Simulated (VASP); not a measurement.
# SnGe5 (P-3m1) in VASP: further runs

The runs below take SnGe5 through single point, with PBE.

Program: VASP 6.6.1. These are calculated values, not measurements. Logs are shortened: lines on timing, memory, paths and dates and some standing lists are left out, and cuts for length are marked.

## 1. The cell of the first run

Symmetry: P-3m1, No. 164, trigonal system. The conventional cell has a = 3.084 Å, b = 3.084 Å, c = 15.110 Å, α = 90.00°, β = 90.00°, γ = 120.00°. Within 4.1 Å of Sn (site symmetry -3m) lie 6 Sn at 3.08 Å and 6 Ge at 3.08 Å. Within 4.1 Å of Ge (site symmetry 3m) lie 12 Ge at 3.08 Å. Within 4.1 Å of Ge (site symmetry -3m) lie 12 Ge at 3.08 Å. Ge (site symmetry 3m) has 9 Ge at 3.08 Å and 3 Sn at 3.08 Å within 4.1 Å.

## 2. Single point, PBE

Input file INCAR:

```
PREC = Accurate ; ENCUT = 520
EDIFF = 1E-7 ; ISMEAR = 0
SIGMA = 0.1 ; LREAL = F
LASPH = T ; NELM = 60
ALGO = Normal ; ISIF = 2
LWAVE = F ; LCHARG = F
GGA = PE ; NBANDS = 51
```

Input file KPOINTS:

```
regular mesh
0
Gamma
  6 6 1
```

Input file POSCAR:

```
SnGe5
1.0
    3.0843953900      0.0000000000      0.0000000000
   -1.5421977000      2.6711647600      0.0000000000
    0.0000000000      0.0000000000     15.1103897500
Sn Ge
1 5
Direct
    0.0000000000      0.0000000000      0.0000000000
    0.6666666700      0.3333333300      0.6666666700
    0.0000000000      0.0000000000      0.5000000000
    0.3333333300      0.6666666700      0.3333333300
    0.6666666700      0.3333333300      0.1666666700
    0.3333333300      0.6666666700      0.8333333300
```

Potentials or basis: VASP PAW PBE potentials, release 64 (Sn_d, Ge_d).

Launch:

```sh
> cat potpaw_PBE.64/Sn_d/POTCAR potpaw_PBE.64/Ge_d/POTCAR > POTCAR
> mpirun -np 1 vasp_std > vasp.out
```

OUTCAR:

```text
PREC = Accurate
   ENCUT = 520
   EDIFF = 1E-7
   ISMEAR = 0
   LREAL = F
   LASPH = T
   NELM = 60
   ISIF = 2
   GGA = PE

 ion  position               nearest neighbor table
   1  0.000  0.000  0.000-   5 3.08   6 3.08   6 3.08   5 3.08   5 3.08   6 3.08
   2  0.667  0.333  0.667-
   3  0.000  0.000  0.500-
   4  0.333  0.667  0.333-
   5  0.667  0.333  0.167-   1 3.08   1 3.08   1 3.08
   6  0.333  0.667  0.833-   1 3.08   1 3.08   1 3.08

  LATTYP: Found a hexagonal cell.
 ALAT       =     3.0843953900
 C/A-ratio  =     4.8989794885

  Lattice vectors:

 A1 = (   3.0843953900,   0.0000000000,   0.0000000000)
 A2 = (  -1.5421977000,   2.6711647600,   0.0000000000)
 A3 = (   0.0000000000,   0.0000000000,  15.1103897500)

Analysis of symmetry for initial positions (statically):
=====================================================================
 Subroutine PRICEL returns:
 Original cell was already a primitive cell.

 Routine SETGRP: Setting up the symmetry group for a
 hexagonal supercell.

 Subroutine GETGRP returns: Found 12 space group operations
 (whereof 12 operations were pure point group operations)
 out of a pool of 24 trial point group operations.

The static configuration has the point symmetry D_3d.

Analysis of symmetry for dynamics (positions and initial velocities):
=====================================================================
 Subroutine PRICEL returns:
 Original cell was already a primitive cell.

 Routine SETGRP: Setting up the symmetry group for a
 hexagonal supercell.

 Subroutine GETGRP returns: Found 12 space group operations
 (whereof 12 operations were pure point group operations)
 out of a pool of 24 trial point group operations.

The dynamic configuration has the point symmetry D_3d.

 Subroutine INISYM returns: Found 12 space group operations
 (whereof 12 operations are pure point group operations),
 and found     1 'primitive' translations

----------------------------------------------------------------------------------------

                                     Primitive cell

  volume of cell :     124.4934

  direct lattice vectors                    reciprocal lattice vectors
     3.084395390  0.000000000  0.000000000     0.324212649  0.187184261  0.000000000
    -1.542197700  2.671164760  0.000000000     0.000000000  0.374368521  0.000000000
     0.000000000  0.000000000 15.110389750     0.000000000  0.000000000  0.066179630

  length of vectors
     3.084395390  3.084395390 15.110389750     0.374368521  0.374368521  0.066179630

  position of ions in fractional coordinates (direct lattice)
     0.000000000  0.000000000  0.000000000
     0.666666670  0.333333330  0.666666670
     0.000000000  0.000000000  0.500000000
     0.333333330  0.666666670  0.333333330
     0.666666670  0.333333330  0.166666670
     0.333333330  0.666666670  0.833333330

  ion indices of the primitive-cell ions
   primitive index   ion index
                 1           1
                 2           2
                 3           3
                 4           4
                 5           5
                 6           6

----------------------------------------------------------------------------------------

 KPOINTS: regular mesh

Automatic generation of k-mesh.
 Grid dimensions read from file:
 generate k-points for:    6    6    1

 Generating k-lattice:

  Cartesian coordinates                     Fractional coordinates (reciprocal lattice)
     0.054035442  0.031197377  0.000000000     0.166666667 -0.000000000  0.000000000
     0.000000000  0.062394753  0.000000000     0.000000000  0.166666667  0.000000000
     0.000000000  0.000000000  0.066179630     0.000000000  0.000000000  1.000000000

  Length of vectors
     0.062394753  0.062394753  0.066179630

  Shift w.r.t. Gamma in fractional coordinates (k-lattice)
     0.000000000  0.000000000  0.000000000

 Subroutine IBZKPT returns following result:
 ===========================================

 Found      7 irreducible k-points:

 Following reciprocal coordinates:
            Coordinates               Weight
  0.000000  0.000000  0.000000      1.000000
  0.166667  0.000000  0.000000      6.000000
  0.333333 -0.000000  0.000000      6.000000
  0.500000 -0.000000  0.000000      3.000000
  0.166667  0.166667  0.000000      6.000000
  0.333333  0.166667  0.000000     12.000000
  0.333333  0.333333  0.000000      2.000000
   k-points           NKPTS =      7   k-points in BZ     NKDIM =      7   number of bands    NBANDS=     51
   number of dos      NEDOS =    301   number of ions     NIONS =      6
   total plane-waves  NPLWV =  64512
   dimension x,y,z NGX =    24 NGY =   24 NGZ =  112
   dimension x,y,z NGXF=    48 NGYF=   48 NGZF=  224
   ions per type =               1   5
   NGX,Y,Z   is equivalent  to a cutoff of  12.94, 12.94, 12.32 a.u.
   NGXF,Y,Z  is equivalent  to a cutoff of  25.87, 25.87, 24.64 a.u.
 SYSTEM =  unknown system
   PREC   = accura    normal or accurate (medium, high low for compatibility)
   ISTART =      0    job   : 0-new  1-cont  2-samecut
   ICHARG =      2    charge: 1-file 2-atom 10-const
   ISPIN  =      1    spin polarized calculation?
   LNONCOLLINEAR =      F non collinear calculations
   LSORBIT =      F    spin-orbit coupling
   LASPH  =      T    aspherical Exc in radial PAW
   ENCUT  =  520.0 eV  38.22 Ry    6.18 a.u.   5.73  5.73 28.10*2*pi/ulx,y,z
   NELM   =     60;   NELMIN=  2; NELMDL= -5     # of ELM steps
   EDIFF  = 0.1E-06   stopping-criterion for ELM
   LREAL  =      F    real-space projection
   EDIFFG = 0.1E-05   stopping-criterion for IOM
   NSW    =      0    number of steps for IOM
   IBRION =     -1    ionic relax: 0-MD 1-quasi-New 2-CG
   NFREE  =      0    steps in history (QN), initial steepest desc. (CG)
   ISIF   =      2    stress and relaxation
   ISYM   =      2    0-nonsym 1-usesym 2-fastsym
   POTIM  = 0.5000    time-step for ionic-motion
   TEBEG  =    0.0;   TEEND  =   0.0 temperature during run
   PSTRESS=    0.0 pullay stress
   NELECT =      84.0000    total number of electrons
   NUPDOWN=      -1.0000    fix difference up-down
   EMIN   =  10.00;   EMAX   =-10.00  energy-range for DOS
   EFERMI =   0.00;   METHOD = LEGACY
   ISMEAR =     0;   SIGMA  =   0.10  broadening in eV -4-tet -1-fermi 0-gaus
   EFERMI_NEDOS =   21; number of points for ismear=-14 and -15
   IALGO  =     38    algorithm
   IMIX   =      4    mixing-type and parameters
     AMIX     =   0.40;   BMIX     =  1.00
     AMIX_MAG =   1.60;   BMIX_MAG =  1.00
  volume/ion in A,a.u.               =      20.75       140.02
  Fermi-wavevector in a.u.,A,eV,Ry     =   1.435883  2.713426 28.051958  2.061761
  Thomas-Fermi vector in A             =   2.555133
   LORBIT       =      0    0 simple, 1 ext, 2 COOP (PROOUT), +10 PAW based schemes
   GGA     = PE    functional components
   LHFCALC =     F    Hartree Fock is set to
   AEXX    =    0.0000 exact exchange contribution
   IVDW    =     0    specifies the selected vdW correction
   LEPSILON=     F    determine dielectric tensor
   LRPA    =     F    only Hartree local field effects (RPA)
 non-spin polarized calculation
 Gauss-broadening in eV      SIGMA  =   0.10
  energy-cutoff  :      520.00
  volume of cell :      124.49
 maximum number of plane-waves:      3364
 NGX is ok and might be reduce to    24
   NGX = 11   NGY = 11   NGZ = 57

 number of electron      83.9999954 magnetization

 Free energy of the ion-electron system (eV)
  ---------------------------------------------------
  ext. energy  EPLUGINS =         0.00000000
  ---------------------------------------------------
  free energy    TOTEN  =       -24.14893308 eV

  energy without entropy =      -24.13284922  energy(sigma->0) =      -24.14089115

 E-fermi :   6.8690     XC(G=0): -10.9721

 val. band max:        6.8228271977   @ k =   0.1667   0.1667   0.0000
 cond. band min:       6.9016849501   @ k =   0.5000  -0.0000   0.0000
 fundamental gap:      0.0788577524
 Fermi energy:         6.8690007312

 k-point     1 :       0.0000    0.0000    0.0000
  band No.  band energies     occupation
      1     -17.8685      2.00000
      2     -17.8670      2.00000
      3     -17.8666      2.00000
      4     -17.8613      2.00000
      5     -17.8613      2.00000
      6     -17.8590      2.00000
[... 43 lines left out ...]
     50      14.6111      0.00000
     51      14.6111      0.00000

 k-point     2 :       0.1667    0.0000    0.0000
  band No.  band energies     occupation
      1     -17.8739      2.00000
      2     -17.8702      2.00000
      3     -17.8676      2.00000
      4     -17.8612      2.00000
      5     -17.8584      2.00000
      6     -17.8544      2.00000
[... 43 lines left out ...]
     50      12.9553      0.00000
     51      13.3734      0.00000

 k-point     3 :       0.3333   -0.0000    0.0000
  band No.  band energies     occupation
      1     -17.8911      2.00000
      2     -17.8839      2.00000
      3     -17.8775      2.00000
      4     -17.8664      2.00000
      5     -17.8632      2.00000
      6     -17.8611      2.00000
[... 43 lines left out ...]
     50      12.0763      0.00000
     51      12.4355      0.00000

 k-point     4 :       0.5000   -0.0000    0.0000
  band No.  band energies     occupation
      1     -17.8995      2.00000
      2     -17.8900      2.00000
      3     -17.8822      2.00000
      4     -17.8737      2.00000
      5     -17.8687      2.00000
      6     -17.8638      2.00000
[... 43 lines left out ...]
     50      10.0829      0.00000
     51      11.5550      0.00000

 k-point     5 :       0.1667    0.1667    0.0000
  band No.  band energies     occupation
      1     -17.8721      2.00000
      2     -17.8693      2.00000
      3     -17.8645      2.00000
      4     -17.8630      2.00000
      5     -17.8618      2.00000
      6     -17.8542      2.00000
[... 43 lines left out ...]
     50      11.4706      0.00000
     51      11.7369      0.00000

 k-point     6 :       0.3333    0.1667    0.0000
  band No.  band energies     occupation
      1     -17.8831      2.00000
      2     -17.8719      2.00000
      3     -17.8654      2.00000
      4     -17.8638      2.00000
      5     -17.8618      2.00000
      6     -17.8573      2.00000
[... 43 lines left out ...]
     50       9.3286      0.00000
     51       9.9251      0.00000

 k-point     7 :       0.3333    0.3333    0.0000
  band No.  band energies     occupation
      1     -17.8682      2.00000
      2     -17.8681      2.00000
      3     -17.8681      2.00000
      4     -17.8603      2.00000
      5     -17.8526      2.00000
      6     -17.8526      2.00000
[... 43 lines left out ...]
     50       8.6937      0.00000
     51       9.0166      0.00000

------------------------ aborting loop because EDIFF is reached ----------------------------------------

  FORCE on cell =-STRESS in cart. coord.  units (eV):
  Direction    XX          YY          ZZ          XY          YZ          ZX
  --------------------------------------------------------------------------------------
  -------------------------------------------------------------------------------------
  Total        2.4758108      2.4758108      1.1689416     -0.0000000     -0.0000000      0.0000000
  in kB       31.8626319     31.8626319     15.0437816     -0.0000001     -0.0000000      0.0000000
  external PRESSURE =      26.2563485 kB  Pullay stress =       0.0000000 kB

 VOLUME and BASIS-vectors are now :
 -----------------------------------------------------------------------------
  energy-cutoff  :      520.00
  volume of cell :      124.49
      direct lattice vectors                 reciprocal lattice vectors
     3.084395390  0.000000000  0.000000000     0.324212649  0.187184261  0.000000000
    -1.542197700  2.671164760  0.000000000     0.000000000  0.374368521  0.000000000
     0.000000000  0.000000000 15.110389750     0.000000000  0.000000000  0.066179630

 POSITION                                       TOTAL-FORCE (eV/Angst)
 -----------------------------------------------------------------------------------
      0.00000      0.00000      0.00000         0.000000      0.000000      0.000000
      1.54220      0.89039     10.07359         0.000000     -0.000000      0.087469
      0.00000      0.00000      7.55519         0.000000      0.000000      0.000000
     -0.00000      1.78078      5.03680        -0.000000      0.000000     -0.087469
      1.54220      0.89039      2.51840         0.000000     -0.000000      0.703071
     -0.00000      1.78078     12.59199         0.000000      0.000000     -0.703071
 -----------------------------------------------------------------------------------
    total drift:                               -0.000000      0.000000      0.000000

  FREE ENERGIE OF THE ION-ELECTRON SYSTEM (eV)
  ---------------------------------------------------
  free  energy   TOTEN  =       -24.1489330787 eV

  energy  without entropy=      -24.1328492193  energy(sigma->0) =      -24.14089115
```

Wall time 80 s (1 thread of Intel Xeon 8259CL, shared host); peak memory 0.25 GiB.

Results:

```yaml
Free_energy: -24.1489 eV
Pressure: 2.6 GPa
Largest_force: 0.703 eV/Å
Band_gap_on_the_k_mesh: zero (bands 42 and 43 overlap by 8.42 eV)
```

Forces on the atoms (eV/Å):
```
Sn   0.000  0.000  0.000
Ge   0.000  0.000  0.087
Ge   0.000  0.000  0.000
Ge   0.000  0.000 -0.087
Ge   0.000  0.000  0.703
Ge   0.000  0.000 -0.703
```

Caveat: the k points lie up to 0.42 Å⁻¹ apart, too coarse for converged energies and pressures of a metal; spin-orbit coupling is left out, which moves the levels of the heavy elements.

## 3. Single point, PBE

This run uses another cell than the first one, of 21.61 Å³/atom.

Input file INCAR:

```
SYSTEM = SnGe5
PREC = Accurate ; ENCUT = 520
EDIFF = 1E-7 ; ISMEAR = 0
SIGMA = 0.1 ; LREAL = .False.
LASPH = .True. ; NELM = 80
ALGO = Normal ; ISIF = 2
LWAVE = .False. ; LCHARG = .False.
GGA = PE ; NBANDS = 51
```

Input file KPOINTS:

```
Automatic mesh
0
Gamma
  6 6 1
  0 0 0
```

Input file POSCAR:

```
SnGe5
1.0
    3.2058489846      0.0000000030      0.0000000000
   -1.6029244949      2.7763466598      0.0000000000
    0.0000000000      0.0000000000     14.5649454420
Sn Ge
1 5
Direct
    0.0000000000      0.0000000000      0.0000000000
    0.6666666667      0.3333333333      0.6602259760
    0.0000000000      0.0000000000      0.5000000000
    0.3333333333      0.6666666667      0.3397740240
    0.6666666667      0.3333333333      0.1947153454
    0.3333333333      0.6666666667      0.8052846546
```

Potentials or basis: VASP PAW PBE potentials, release 64 (Sn_d, Ge_d).

Launch:

```sh
> cat potpaw_PBE.64/Sn_d/POTCAR potpaw_PBE.64/Ge_d/POTCAR > POTCAR
> mpirun -np 1 vasp_std > vasp.out
```

Run time: 1.8 min. Hardware: 1 thread of Intel Xeon 8259CL, shared host; peak memory 0.25 GiB.

Results (log left out):

- Free energy: -24.5576 eV
- Pressure: 0.0 GPa
- Largest force: 0.021 eV/Å
- Band gap on the k mesh: zero (bands 42 and 43 overlap by 6.66 eV)

Forces on the atoms (eV/Å):
```
Sn   0.000  0.000  0.000
Ge   0.000  0.000 -0.020
Ge   0.000  0.000  0.000
Ge   0.000  0.000  0.020
Ge   0.000  0.000 -0.021
Ge   0.000  0.000  0.021
```

Stress tensor (GPa, compression positive):
```
-0.03  0.00  0.00
 0.00 -0.03  0.00
 0.00  0.00  0.14
```

Levels at points of the mesh, in eV from the Fermi level:
```tsv
k point	band 40	band 41	band 42	band 43	band 44	band 45
(0.00, 0.00, 0.00)	4.61	4.76	4.76	4.97	4.97	5.61
(0.50, 0.00, 0.00)	-3.39	-1.61	-1.43	0.17	0.54	1.33
```

Caveat: the k points lie up to 0.43 Å⁻¹ apart, too coarse for converged energies and pressures of a metal; spin-orbit coupling is left out, which moves the levels of the heavy elements.

The gap in the log of VASP goes by the Fermi energy; the results here count the filled bands.